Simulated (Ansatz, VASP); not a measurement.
**Two plane-wave programs on Mg**

```
Mg
1.0
    -1.92120    1.92120    1.70487
     1.92120   -1.92120    1.70487
     1.92120    1.92120   -1.70487
Mg
1
Direct
  0.00000 0.00000 0.00000
```

Alike in both runs: task single point; functional PBE; k mesh 18 × 18 × 18; occupations gaussian, width 0.15 eV; no spin polarisation.

```csv
,VASP,Ansatz
version,VASP 6.6.1,Ansatz 0.2.0
potentials or method,"VASP PAW PBE potentials, release 64 (Mg), cutoff 520 eV","scalar-relativistic, plane waves, PAW"
valence electrons in the cell,2,10
```

Ansatz gave:

```
gap on the k mesh at the Fermi level (eV)                     : none
pressure (GPa)                                                : -2.6
traceless stress, the component that is largest in VASP (GPa) : 0.06
```

**Question.** Estimate VASP's values.

**Answer.** gap on the k mesh at the Fermi level (eV): none; pressure (GPa): -2.7; traceless stress, the component that is largest in VASP (GPa): 0.06.

A gap of «none» marks a metal or a gap that the smearing closes. With one functional, cell and mesh, what is left measures potentials, basis and numerics. VASP's potentials hold 2 valence electrons a cell and Ansatz's 10, so a difference there can come from the potentials and not from the codes.
